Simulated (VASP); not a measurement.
Here is a VASP 6.6.1 calculation.

INCAR

```
SYSTEM = Cu
ALGO     = Normal         ! electronic algorithm
EDIFF    = 1E-6           ! SCF threshold, eV
ENCUT    = 600            ! plane-wave cutoff, eV
GGA_COMPAT= .FALSE.      
ISIF     = 2              ! what is computed and relaxed
ISMEAR   = -1             ! smearing method
LASPH    = .TRUE.         ! aspherical terms in the spheres
LCHARG   = .FALSE.        ! write CHGCAR
LREAL    = .FALSE.        ! projectors in reciprocal space
LWAVE    = .FALSE.        ! write WAVECAR
NBANDS   = 12             ! bands
NELM     = 120            ! most SCF steps
PREC     = Accurate       ! precision mode
SIGMA    = 0.13605693000000002 ! smearing width, eV
```

File KPOINTS:

```
k-points
0
G
  16 16 16
  0 0 0
```

File POSCAR:

```
Cu
1.0
    0.0000000000      1.7612607186      1.7612607186
    1.7612607186      0.0000000000      1.7612607186
    1.7612607186      1.7612607186      0.0000000000
Cu
1
Direct
    0.0000000000      0.0000000000      0.0000000000
```

Potentials or basis: VASP PAW LDA potentials, release 64 (Cu).

The run is started by

```sh
$ cat potpaw_LDA.64/Cu/POTCAR > POTCAR
$ mpirun -np 1 vasp_std > vasp.out
```

Question: Predict the pressure.

Answer: 0.4 GPa.
